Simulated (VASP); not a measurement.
# MgO (P6_3mc) in VASP: a series of runs

The runs below take MgO through single point, with PBE.

Everything below comes from runs of VASP 6.6.1. Logs are shortened: lines on timing, memory, paths and dates and some standing lists are left out, and cuts for length are marked.

## (1) The cell of the first run

It takes space group P6_3mc (No. 186, hexagonal). Conventional cell: a = 3.171 Å, b = 3.171 Å, c = 9.953 Å, α = 90.00°, β = 90.00°, γ = 120.00°. Mg (site symmetry 3m) has 4 O at 1.89 to 1.93 Å within 2.5 Å. Within 2.5 Å of Mg (site symmetry 3m) lie 4 O at 1.90 to 1.92 Å. Within 2.5 Å of O (site symmetry 3m) lie 4 Mg at 1.89 to 1.92 Å. Within 2.5 Å of O (site symmetry 3m) lie 4 Mg at 1.90 to 1.93 Å.

## (2) Single point, PBE

Contents of INCAR:

```
PREC = Accurate
ENCUT = 520
EDIFF = 1E-7
ISMEAR = 0
SIGMA = 0.05
LREAL = False
LASPH = True
NELM = 60
ALGO = Normal
ISIF = 2
LWAVE = False
LCHARG = False
GGA = PE
NBANDS = 26
```

Contents of KPOINTS:

```
Automatic mesh
0
Gamma
  9 9 2
```

Contents of POSCAR:

```
MgO
1.0
    3.1712000000      0.0000000000      0.0000000000
   -1.5856000000      2.7463397605      0.0000000000
    0.0000000000      0.0000000000      9.9532000000
Mg O
4 4
Direct
    0.3333333333      0.6666666667      0.9694906392
    0.0000000000      0.0000000000      0.2208211786
    0.0000000000      0.0000000000      0.7208211786
    0.6666666667      0.3333333333      0.4694906392
    0.3333333333      0.6666666667      0.7800420079
    0.0000000000      0.0000000000      0.5296443544
    0.0000000000      0.0000000000      0.0296443544
    0.6666666667      0.3333333333      0.2800420079
```

Potentials or basis: VASP PAW PBE potentials, release 64 (Mg, O).

Started as:

```
cat potpaw_PBE.64/Mg/POTCAR potpaw_PBE.64/O/POTCAR > POTCAR
mpirun -np 1 vasp_std > vasp.out
```

OUTCAR:

```text
PREC = Accurate
   ENCUT = 520
   EDIFF = 1E-7
   ISMEAR = 0
   LREAL = False
   LASPH = True
   NELM = 60
   ISIF = 2
   GGA = PE

 ion  position               nearest neighbor table
   1  0.333  0.667  0.969-   5 1.89   7 1.93   7 1.93   7 1.93   3 3.08   3 3.08   3 3.08   2 3.10
                             2 3.10   2 3.10
   2  0.000  0.000  0.221-   7 1.90   8 1.92   8 1.92   8 1.92   4 3.08   4 3.08   4 3.08   1 3.10
                             1 3.10   1 3.10
   3  0.000  0.000  0.721-   6 1.90   5 1.92   5 1.92   5 1.92   1 3.08   1 3.08   1 3.08   4 3.10
                             4 3.10   4 3.10
   4  0.667  0.333  0.469-   8 1.89   6 1.93   6 1.93   6 1.93   2 3.08   2 3.08   2 3.08   3 3.10
                             3 3.10   3 3.10
   5  0.333  0.667  0.780-   1 1.89   3 1.92   3 1.92   3 1.92
   6  0.000  0.000  0.530-   3 1.90   4 1.93   4 1.93   4 1.93
   7  0.000  0.000  0.030-   2 1.90   1 1.93   1 1.93   1 1.93
   8  0.667  0.333  0.280-   4 1.89   2 1.92   2 1.92   2 1.92

  LATTYP: Found a hexagonal cell.
 ALAT       =     3.1712000000
 C/A-ratio  =     3.1386226034

  Lattice vectors:

 A1 = (   3.1712000000,   0.0000000000,   0.0000000000)
 A2 = (  -1.5856000000,   2.7463397605,   0.0000000000)
 A3 = (   0.0000000000,   0.0000000000,   9.9532000000)

Analysis of symmetry for initial positions (statically):
=====================================================================
 Subroutine PRICEL returns:
 Original cell was already a primitive cell.

 Routine SETGRP: Setting up the symmetry group for a
 hexagonal supercell.

 Subroutine GETGRP returns: Found 12 space group operations
 (whereof  6 operations were pure point group operations)
 out of a pool of 24 trial point group operations.

The static configuration has the point symmetry C_3v.
 The point group associated with its full space group is C_6v.

Analysis of symmetry for dynamics (positions and initial velocities):
=====================================================================
 Subroutine PRICEL returns:
 Original cell was already a primitive cell.

 Routine SETGRP: Setting up the symmetry group for a
 hexagonal supercell.

 Subroutine GETGRP returns: Found 12 space group operations
 (whereof  6 operations were pure point group operations)
 out of a pool of 24 trial point group operations.

The dynamic configuration has the point symmetry C_3v.
 The point group associated with its full space group is C_6v.

 Subroutine INISYM returns: Found 12 space group operations
 (whereof  6 operations are pure point group operations),
 and found     1 'primitive' translations

----------------------------------------------------------------------------------------

                                     Primitive cell

  volume of cell :      86.6843

  direct lattice vectors                    reciprocal lattice vectors
     3.171200000  0.000000000  0.000000000     0.315338042  0.182060504  0.000000000
    -1.585600000  2.746339761  0.000000000     0.000000000  0.364121007  0.000000000
     0.000000000  0.000000000  9.953200000     0.000000000  0.000000000  0.100470201

  length of vectors
     3.171200000  3.171200000  9.953200000     0.364121007  0.364121007  0.100470201

  position of ions in fractional coordinates (direct lattice)
     0.333333333  0.666666667  0.969490639
     0.000000000  0.000000000  0.220821179
     0.000000000  0.000000000  0.720821179
     0.666666667  0.333333333  0.469490639
     0.333333333  0.666666667  0.780042008
     0.000000000  0.000000000  0.529644354
     0.000000000  0.000000000  0.029644354
     0.666666667  0.333333333  0.280042008

  ion indices of the primitive-cell ions
   primitive index   ion index
                 1           1
                 2           2
                 3           3
                 4           4
                 5           5
                 6           6
                 7           7
                 8           8

----------------------------------------------------------------------------------------

 KPOINTS: Automatic mesh

Automatic generation of k-mesh.
 Grid dimensions read from file:
 generate k-points for:    9    9    2

 Generating k-lattice:

  Cartesian coordinates                     Fractional coordinates (reciprocal lattice)
     0.035037560  0.020228945  0.000000000     0.111111111  0.000000000  0.000000000
     0.000000000  0.040457890  0.000000000     0.000000000  0.111111111  0.000000000
     0.000000000  0.000000000  0.050235100     0.000000000  0.000000000  0.500000000

  Length of vectors
     0.040457890  0.040457890  0.050235100

  Shift w.r.t. Gamma in fractional coordinates (k-lattice)
     0.000000000  0.000000000  0.000000000

 Subroutine IBZKPT returns following result:
 ===========================================

 Found     24 irreducible k-points:

 Following reciprocal coordinates:
            Coordinates               Weight
  0.000000  0.000000  0.000000      1.000000
  0.111111  0.000000  0.000000      6.000000
  0.222222 -0.000000  0.000000      6.000000
  0.333333 -0.000000  0.000000      6.000000
  0.444444 -0.000000  0.000000      6.000000
  0.111111  0.111111  0.000000      6.000000
[... 16 lines left out ...]
  0.333333  0.222222  0.500000     12.000000
  0.333333  0.333333  0.500000      2.000000
   k-points           NKPTS =     24   k-points in BZ     NKDIM =     24   number of bands    NBANDS=     26
   number of dos      NEDOS =    301   number of ions     NIONS =      8
   total plane-waves  NPLWV =  46080
   dimension x,y,z NGX =    24 NGY =   24 NGZ =   80
   dimension x,y,z NGXF=    48 NGYF=   48 NGZF=  160
   ions per type =               4   4
   NGX,Y,Z   is equivalent  to a cutoff of  12.58, 12.58, 13.36 a.u.
   NGXF,Y,Z  is equivalent  to a cutoff of  25.16, 25.16, 26.72 a.u.
 SYSTEM =  unknown system
   PREC   = accura    normal or accurate (medium, high low for compatibility)
   ISTART =      0    job   : 0-new  1-cont  2-samecut
   ICHARG =      2    charge: 1-file 2-atom 10-const
   ISPIN  =      1    spin polarized calculation?
   LNONCOLLINEAR =      F non collinear calculations
   LSORBIT =      F    spin-orbit coupling
   LASPH  =      T    aspherical Exc in radial PAW
   ENCUT  =  520.0 eV  38.22 Ry    6.18 a.u.   5.90  5.90 18.51*2*pi/ulx,y,z
   NELM   =     60;   NELMIN=  2; NELMDL= -5     # of ELM steps
   EDIFF  = 0.1E-06   stopping-criterion for ELM
   LREAL  =      F    real-space projection
   EDIFFG = 0.1E-05   stopping-criterion for IOM
   NSW    =      0    number of steps for IOM
   IBRION =     -1    ionic relax: 0-MD 1-quasi-New 2-CG
   NFREE  =      0    steps in history (QN), initial steepest desc. (CG)
   ISIF   =      2    stress and relaxation
   ISYM   =      2    0-nonsym 1-usesym 2-fastsym
   POTIM  = 0.5000    time-step for ionic-motion
   TEBEG  =    0.0;   TEEND  =   0.0 temperature during run
   PSTRESS=    0.0 pullay stress
   NELECT =      32.0000    total number of electrons
   NUPDOWN=      -1.0000    fix difference up-down
   EMIN   =  10.00;   EMAX   =-10.00  energy-range for DOS
   EFERMI =   0.00;   METHOD = LEGACY
   ISMEAR =     0;   SIGMA  =   0.05  broadening in eV -4-tet -1-fermi 0-gaus
   EFERMI_NEDOS =   21; number of points for ismear=-14 and -15
   IALGO  =     38    algorithm
   IMIX   =      4    mixing-type and parameters
     AMIX     =   0.40;   BMIX     =  1.00
     AMIX_MAG =   1.60;   BMIX_MAG =  1.00
  volume/ion in A,a.u.               =      10.84        73.12
  Fermi-wavevector in a.u.,A,eV,Ry     =   1.174387  2.219270 18.764953  1.379185
  Thomas-Fermi vector in A             =   2.310785
   LORBIT       =      0    0 simple, 1 ext, 2 COOP (PROOUT), +10 PAW based schemes
   GGA     = PE    functional components
   LHFCALC =     F    Hartree Fock is set to
   AEXX    =    0.0000 exact exchange contribution
   IVDW    =     0    specifies the selected vdW correction
   LEPSILON=     F    determine dielectric tensor
   LRPA    =     F    only Hartree local field effects (RPA)
 non-spin polarized calculation
 Gauss-broadening in eV      SIGMA  =   0.05
  energy-cutoff  :      520.00
  volume of cell :       86.68
 maximum number of plane-waves:      2348
 NGX is ok and might be reduce to    24
   NGX = 11   NGY = 11   NGZ = 37

 number of electron      31.9999986 magnetization

 Free energy of the ion-electron system (eV)
  ---------------------------------------------------
  ext. energy  EPLUGINS =         0.00000000
  ---------------------------------------------------
  free energy    TOTEN  =       -46.34523036 eV

  energy without entropy =      -46.34523036  energy(sigma->0) =      -46.34523036

 E-fermi :   1.6533     XC(G=0): -10.1205

 val. band max:        1.4284444898   @ k =   0.0000   0.0000   0.0000
 cond. band min:       5.5289360204   @ k =   0.0000   0.0000   0.0000
 fundamental gap:      4.1004915306
 Fermi energy:         1.6533132830

 k-point     1 :       0.0000    0.0000    0.0000
  band No.  band energies     occupation
      1     -14.9050      2.00000
      2     -14.4958      2.00000
      3     -14.4705      2.00000
      4     -14.0196      2.00000
      5      -1.9370      2.00000
      6      -0.6394      2.00000
[... 18 lines left out ...]
     25      16.3739      0.00000
     26      17.2392      0.00000

 k-point     2 :       0.1111    0.0000    0.0000
  band No.  band energies     occupation
      1     -14.8298      2.00000
      2     -14.4401      2.00000
      3     -14.4151      2.00000
      4     -13.9894      2.00000
      5      -1.8021      2.00000
      6      -0.7010      2.00000
[... 18 lines left out ...]
     25      16.5054      0.00000
     26      16.5963      0.00000

 k-point     3 :       0.2222   -0.0000    0.0000
  band No.  band energies     occupation
      1     -14.6279      2.00000
      2     -14.2956      2.00000
      3     -14.2712      2.00000
      4     -13.9181      2.00000
      5      -1.4273      2.00000
      6      -0.9874      2.00000
[... 18 lines left out ...]
     25      15.9895      0.00000
     26      16.3611      0.00000

 k-point     4 :       0.3333   -0.0000    0.0000
  band No.  band energies     occupation
      1     -14.3667      2.00000
      2     -14.1246      2.00000
      3     -14.1014      2.00000
      4     -13.8556      2.00000
      5      -1.5098      2.00000
      6      -1.3544      2.00000
[... 18 lines left out ...]
     25      15.5988      0.00000
     26      16.1036      0.00000

 k-point     5 :       0.4444   -0.0000    0.0000
  band No.  band energies     occupation
      1     -14.1539      2.00000
      2     -14.0086      2.00000
      3     -13.9889      2.00000
      4     -13.8462      2.00000
      5      -1.9039      2.00000
      6      -1.6624      2.00000
[... 18 lines left out ...]
     25      15.6808      0.00000
     26      16.0688      0.00000

 k-point     6 :       0.1111    0.1111    0.0000
  band No.  band energies     occupation
      1     -14.6913      2.00000
      2     -14.3399      2.00000
      3     -14.3153      2.00000
      4     -13.9386      2.00000
      5      -1.5453      2.00000
      6      -0.8646      2.00000
[... 427 lines left out ...]
 k-point    21 :       0.4444    0.1111    0.5000
  band No.  band energies     occupation
      1     -14.0540      2.00000
      2     -14.0540      2.00000
      3     -13.8859      2.00000
      4     -13.8859      2.00000
      5      -1.6941      2.00000
      6      -1.6941      2.00000
[... 18 lines left out ...]
     25      15.7372      0.00000
     26      15.7372      0.00000

 k-point    22 :       0.2222    0.2222    0.5000
  band No.  band energies     occupation
      1     -14.1799      2.00000
      2     -14.1799      2.00000
      3     -13.8964      2.00000
      4     -13.8964      2.00000
      5      -1.2444      2.00000
      6      -1.2444      2.00000
[... 18 lines left out ...]
     25      15.5336      0.00000
     26      15.5336      0.00000

 k-point    23 :       0.3333    0.2222    0.5000
  band No.  band energies     occupation
      1     -14.0219      2.00000
      2     -14.0219      2.00000
      3     -13.8820      2.00000
      4     -13.8820      2.00000
      5      -1.4217      2.00000
      6      -1.4217      2.00000
[... 18 lines left out ...]
     25      15.5750      0.00000
     26      15.5766      0.00000

 k-point    24 :       0.3333    0.3333    0.5000
  band No.  band energies     occupation
      1     -13.9346      2.00000
      2     -13.9346      2.00000
      3     -13.9098      2.00000
      4     -13.9098      2.00000
      5      -1.2343      2.00000
      6      -1.2343      2.00000
[... 18 lines left out ...]
     25      15.6657      0.00000
     26      15.6732      0.00000

------------------------ aborting loop because EDIFF is reached ----------------------------------------

  FORCE on cell =-STRESS in cart. coord.  units (eV):
  Direction    XX          YY          ZZ          XY          YZ          ZX
  --------------------------------------------------------------------------------------
  -------------------------------------------------------------------------------------
  Total        8.4711349      8.4711349     11.7291033      0.0000000      0.0000000      0.0000000
  in kB      156.5710823    156.5710823    216.7877631      0.0000000      0.0000000      0.0000000
  external PRESSURE =     176.6433093 kB  Pullay stress =       0.0000000 kB

 VOLUME and BASIS-vectors are now :
 -----------------------------------------------------------------------------
  energy-cutoff  :      520.00
  volume of cell :       86.68
      direct lattice vectors                 reciprocal lattice vectors
     3.171200000  0.000000000  0.000000000     0.315338042  0.182060504  0.000000000
    -1.585600000  2.746339761  0.000000000     0.000000000  0.364121007  0.000000000
     0.000000000  0.000000000  9.953200000     0.000000000  0.000000000  0.100470201

 POSITION                                       TOTAL-FORCE (eV/Angst)
 -----------------------------------------------------------------------------------
     -0.00000      1.83089      9.64953        -0.000000      0.000000      0.369168
      0.00000      0.00000      2.19788        -0.000000      0.000000      0.341209
      0.00000      0.00000      7.17448         0.000000     -0.000000      0.341209
      1.58560      0.91545      4.67293         0.000000     -0.000000      0.369168
     -0.00000      1.83089      7.76391        -0.000000      0.000000     -0.392110
      0.00000      0.00000      5.27166         0.000000     -0.000000     -0.318267
      0.00000      0.00000      0.29506        -0.000000      0.000000     -0.318267
      1.58560      0.91545      2.78731         0.000000     -0.000000     -0.392110
 -----------------------------------------------------------------------------------
    total drift:                                0.000000      0.000001     -0.000207

  FREE ENERGIE OF THE ION-ELECTRON SYSTEM (eV)
  ---------------------------------------------------
  free  energy   TOTEN  =       -46.3452303596 eV

  energy  without entropy=      -46.3452303596  energy(sigma->0) =      -46.34523036
```

Wall time 30 s (1 thread of Intel Xeon 6975P-C (Granite Rapids), shared host); peak memory 0.21 GiB.

What came out:

| Quantity | Value |
| --- | --- |
| Free energy | -46.3452 eV |
| Pressure | 17.7 GPa |
| Largest force | 0.392 eV/Å |
| Band gap on the k mesh | 4.10 eV, direct |

Forces in eV/Å, atoms in the order of the input:
```
Mg   0.000  0.000  0.369
Mg   0.000  0.000  0.341
Mg   0.000  0.000  0.341
Mg   0.000  0.000  0.369
O    0.000  0.000 -0.392
O    0.000  0.000 -0.318
O    0.000  0.000 -0.318
O    0.000  0.000 -0.392
```

A hybrid or GW would open this gap; PBE tends to underestimate it.

## (3) Single point, PBE

This run uses another cell than the first one, of 11.05 Å³/atom, 1.020 times its volume.

Contents of INCAR:

```
SYSTEM = MgO
PREC = Accurate
ENCUT = 520
EDIFF = 1E-7
ISMEAR = 0
SIGMA = 0.05
LREAL = .FALSE.
LASPH = .TRUE.
NELM = 80
ALGO = Normal
ISIF = 2
LWAVE = .FALSE.
LCHARG = .TRUE.
GGA = PE
LELF = .TRUE.
LVHAR = .TRUE.
NBANDS = 26
```

Contents of KPOINTS:

```
Automatic mesh
0
G
  9 9 2
  0 0 0
```

POSCAR: that of step 2 with these lines changed.

```diff
@@ -2,5 +2,5 @@
 1.0
-    3.1712000000      0.0000000000      0.0000000000
-   -1.5856000000      2.7463397605      0.0000000000
-    0.0000000000      0.0000000000      9.9532000000
+    3.1165000000      0.0000000000      0.0000000000
+   -1.5582500000      2.6989681709      0.0000000000
+    0.0000000000      0.0000000000     10.5138967343
 Mg O
```

Potentials or basis: VASP PAW PBE potentials, release 64 (Mg, O).

Started as:

```
cat potpaw_PBE.64/Mg/POTCAR potpaw_PBE.64/O/POTCAR > POTCAR
mpirun -np 1 vasp_std > vasp.out
```

Run time: 30 s. Hardware: 1 thread of Intel Xeon 6975P-C (Granite Rapids), shared host; peak memory 0.21 GiB.

The run converged. Its results:

| Quantity | Value |
| --- | --- |
| Free energy | -46.3880 eV |
| Pressure | 14.9 GPa |
| Largest force | 0.607 eV/Å |
| Band gap on the k mesh | 4.07 eV, direct |

Forces on the atoms (eV/Å):
```
Mg   0.000  0.000 -0.548
Mg   0.000  0.000 -0.607
Mg   0.000  0.000 -0.607
Mg   0.000  0.000 -0.548
O    0.000  0.000  0.571
O    0.000  0.000  0.583
O    0.000  0.000  0.583
O    0.000  0.000  0.571
```

Stress tensor (GPa, compression positive):
```
19.96  0.00  0.00
 0.00 19.96  0.00
 0.00  0.00  4.64
```

Levels at points of the mesh, in eV from the valence-band top:
| k point | band 14 | band 15 | band 16 | band 17 | band 18 | band 19 |
| --- | --- | --- | --- | --- | --- | --- |
| (0.00, 0.00, 0.00) | -0.07 | 0.00 | 0.00 | 4.07 | 6.48 | 6.57 |
| (0.00, 0.00, 0.50) | -0.03 | -0.03 | -0.03 | 4.92 | 4.92 | 8.18 |

Expect the measured gap to be larger: semilocal functionals such as PBE lack the derivative discontinuity.

## (4) Single point, PBE

This run uses another cell than the first one, of 11.14 Å³/atom, 1.028 times its volume.

Contents of INCAR:

```
SYSTEM = MgO
  PREC = Accurate
  ENCUT = 520
  EDIFF = 1E-7
  ISMEAR = 0
  SIGMA = 0.05
  LREAL = .False.
  LASPH = .True.
  NELM = 100
  ALGO = Normal
  ISIF = 2
  LWAVE = .False.
  LCHARG = .False.
  GGA = PE
  NBANDS = 26
```

Contents of KPOINTS:

```
regular mesh
0
Gamma
  9 9 2
  0 0 0
```

POSCAR: that of step 3 with these lines changed.

```diff
@@ -2,5 +2,5 @@
 1.0
-    3.1165000000      0.0000000000      0.0000000000
-   -1.5582500000      2.6989681709      0.0000000000
-    0.0000000000      0.0000000000     10.5138967343
+    3.1712000000      0.0000000000      0.0000000000
+   -1.5856000000      2.7463397605      0.0000000000
+    0.0000000000      0.0000000000     10.2335000000
 Mg O
```

Started as:

```
cat potpaw_PBE.64/Mg/POTCAR potpaw_PBE.64/O/POTCAR > POTCAR
mpirun -np 1 vasp_std > vasp.out
```

It took 27 s on 1 thread of Intel Xeon 6975P-C (Granite Rapids), shared host; peak memory 0.21 GiB.

The run converged. Its results:

- Free energy: -46.5947 eV
- Pressure: 12.8 GPa
- Largest force: 0.086 eV/Å
- Band gap on the k mesh: 4.00 eV, direct

Forces on the atoms (eV/Å):
```
Mg   0.000  0.000 -0.051
Mg   0.000  0.000 -0.083
Mg   0.000  0.000 -0.083
Mg   0.000  0.000 -0.051
O    0.000  0.000  0.048
O    0.000  0.000  0.086
O    0.000  0.000  0.086
O    0.000  0.000  0.048
```

Stress tensor (GPa, compression positive):
```
13.69  0.00  0.00
 0.00 13.69  0.00
 0.00  0.00 11.15
```

Levels at points of the mesh, in eV from the valence-band top:
```tsv
k point	band 13	band 14	band 15	band 16	band 17	band 18	band 19	band 20
(0.00, 0.00, 0.00)	-0.20	-0.10	-0.10	0.00	4.00	6.39	6.50	9.20
(0.00, 0.00, 0.50)	-0.13	-0.13	-0.13	-0.13	4.85	4.85	8.06	8.06
```

[end of part 1 of 2]
